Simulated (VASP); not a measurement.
A run of VASP 6.6.1 is set up as follows.

Contents of INCAR:

```
PREC = Accurate ; ENCUT = 750
EDIFF = 1E-6 ; ISMEAR = 0
SIGMA = 0.1 ; LREAL = False
LASPH = True ; NELM = 120
ALGO = Normal ; ISIF = 2
LWAVE = False ; LCHARG = False
GGA = PS ; NBANDS = 38
GGA_COMPAT = False
```

File KPOINTS:

```
Automatic mesh
0
Gamma
  8 4 4
```

POSCAR

```
MgZn2O4
1.0
    2.7141499325      0.0562716383      0.0290361654
    1.4452324449      4.6665017535     -0.0211490765
    0.0772240672      1.0461454601      5.0891512558
Mg Zn O
1 2 4
Direct
    0.5000000000      0.5000000000      0.0000000000
    0.7308020297      0.0602634334      0.7245374704
    0.2691979703      0.9397365666      0.2754625296
    0.8502237923      0.7407438591      0.1395837714
    0.3117921898      0.8122726492      0.6987767341
    0.1497762077      0.2592561409      0.8604162286
    0.6882078102      0.1877273508      0.3012232659
```

Potentials or basis: VASP PAW PBE potentials, release 64 (Mg_sv, Zn, O).

The run is started by

```bash
$ cat potpaw_PBE.64/Mg_sv/POTCAR potpaw_PBE.64/Zn/POTCAR potpaw_PBE.64/O/POTCAR > POTCAR
$ mpirun -np 1 vasp_std > vasp.out
```

Question: Predict the band gap on the k mesh.

Answer: Zero (bands 29 and 30 overlap by 0.65 eV).

Question: What does it give for the pressure?

Answer: 45.3 GPa.

Question: What does it give for the largest force?

Answer: 5.081 eV/Å.

Stress tensor (GPa, compression positive):
```
 58.47 -20.50  -3.67
-20.50  52.39   8.69
 -3.67   8.69  24.89
```

Caveat: the cell differs from its parent crystal (Mn replaced by Zn, lengths x 0.970, strained); the cell stands under pressure; semilocal functionals underestimate gaps, so a narrow gap can read as zero; the PAW data sets were made with another functional, which shifts forces and pressure a little.
